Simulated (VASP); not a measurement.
**TiC (NiAs type): single point with PBE**

The system is TiC (NiAs type).

```xyz
4
Lattice="2.8645 0.0000 0.0000 -1.4323 2.4807 0.0000 0.0000 0.0000 5.1575" Properties=species:S:1:pos:R:3 pbc="T T T"
Ti    0.0000    0.0000    0.0000
Ti    0.0000    0.0000    2.5787
C     0.0000    1.6538    1.2894
C     1.4323    0.8269    3.8681
```

* Program: VASP 6.6.1
* Task: single point
* Functional: PBE
* Potentials or basis: VASP PAW PBE potentials, release 64 (Ti_sv, C)
* Cutoff: 520 eV
* k mesh: 11 × 11 × 6
* Occupations: fermi-dirac, width 0.08 eV
* Spin: no spin polarisation

```
Pressure               : 50.9 GPa
Band gap on the k mesh : zero (band 16 reaches 11.86 eV, above the bottom of band 17 at 10.42 eV)
```

Levels at points of the mesh, in eV from the Fermi level:
```
           k point  band 14  band 15  band 16  band 17  band 18  band 19
(0.00, 0.00, 0.00)    -1.35     1.37     1.37     1.43     1.45     1.45
(0.00, 0.00, 0.50)    -1.23    -1.23    -1.23     2.29     2.29     2.29
```

Wall time 24 s on 1 thread of Intel(R) Xeon(R) 6975P-C (Granite Rapids), with other jobs on the host, peak memory 0.19 GiB.
